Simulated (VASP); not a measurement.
Input of a VASP 6.6.1 run:

POSCAR

```
Mg2NCl
1.0
    1.6466125281      0.9506721863      5.9379615086
   -1.6466125281      0.9506721863      5.9379615086
    0.0000000000     -1.9013443726      5.9379615086
Mg N Cl
2 1 1
Direct
    0.2229104120      0.2229104120      0.2229104120
    0.7770895880      0.7770895880      0.7770895880
    0.5000000000      0.5000000000      0.5000000000
    0.0000000000      0.0000000000      0.0000000000
```

File INCAR.step1:

```
SYSTEM = Mg2NCl
  PREC = Accurate
  ENCUT = 520
  ISMEAR = -1
  SIGMA = 0.02
  LREAL = .FALSE.
  LASPH = .TRUE.
  NELM = 100
  NBANDS = 16
  GGA = PE
  ALGO = Normal
  EDIFF = 1E-4
  LWAVE = .TRUE.
  LCHARG = .FALSE.
```

INCAR.step2

```
SYSTEM = Mg2NCl
  PREC = Accurate
  ENCUT = 520
  EDIFF = 1E-7
  ISMEAR = -1
  SIGMA = 0.02
  LREAL = .FALSE.
  LASPH = .TRUE.
  NELM = 100
  ALGO = Normal
  ISIF = 2
  LWAVE = .FALSE.
  LCHARG = .TRUE.
  METAGGA = R2SCAN
  LMIXTAU = .TRUE.
  LELF = .TRUE.
  LVHAR = .TRUE.
  NBANDS = 16
  ISTART = 1
```

KPOINTS

```
Automatic mesh
0
G
  8 8 8
  0 0 0
```

Potentials or basis: VASP PAW PBE potentials, release 64 (Mg, N, Cl).

The run is started by

```sh
$ cat potpaw_PBE.64/Mg/POTCAR potpaw_PBE.64/N/POTCAR potpaw_PBE.64/Cl/POTCAR > POTCAR
$ cp INCAR.step1 INCAR
$ mpirun -np 1 vasp_std > vasp.out
$ cp INCAR.step2 INCAR
$ mpirun -np 1 vasp_std > vasp.out
```

Predict the band gap on the k mesh.

3.08 eV.

What does it give for the pressure?

-0.5 GPa.

What does it give for the largest force?

0.068 eV/Å.

Forces on the atoms (eV/Å):
```
Mg   0.000  0.000 -0.068
Mg   0.000  0.000  0.068
N    0.000  0.000  0.000
Cl   0.000  0.000  0.000
```

Caveat: the PAW data sets were made with another functional, which shifts forces and pressure a little. A k mesh can miss the band edges.
